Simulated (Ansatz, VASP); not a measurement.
# Two plane-wave programs on SnSe2

```
CELL_PARAMETERS angstrom
3.50612 0.00000 0.00000
-1.75306 3.03639 0.00000
0.00000 0.00000 5.64604
ATOMIC_POSITIONS crystal
Sn 0.00000 0.00000 0.00000
Se 0.33333 0.66667 0.25000
Se 0.66667 0.33333 0.75000
```

Change from the starting cell: strain -0.080 along x and y, -0.080 along z, atoms carried along.

Alike in both runs: task single point; functional PBEsol; dispersion D3(BJ); k mesh 12 × 12 × 6; occupations gaussian, width 0.05 eV; no spin polarisation.

|  | VASP | Ansatz |
| --- | --- | --- |
| version | VASP 6.6.1 | Ansatz 0.2.0 |
| potentials or method | VASP PAW PBE potentials, release 64 (Sn_d, Se), cutoff 520 eV | scalar-relativistic, plane waves, PAW |
| valence electrons in the cell | 26 | 46 |

Ansatz gave:

- gap on the k mesh at the Fermi level (eV): 0.84
- least direct gap on the mesh (eV): 1.63
- pressure (GPa): 32.0
- traceless stress, the component that is largest in VASP (GPa): 0.14
- rms of the force components (eV/Å): 1.928

Problem. What did VASP give for the same quantities?

Solution. gap on the k mesh at the Fermi level (eV): 0.83; least direct gap on the mesh (eV): 1.62; pressure (GPa): 32.4; traceless stress, the component that is largest in VASP (GPa): 0.14; rms of the force components (eV/Å): 1.952.

VASP's potentials were made for PBE, not for PBEsol. Atom by atom the forces differ by 0.024 eV/Å (rms over components). Both programs put the cell under a high pressure, so it lies far from rest at this level. VASP's potentials hold 26 valence electrons a cell and Ansatz's 46, so a difference there can come from the potentials and not from the codes.
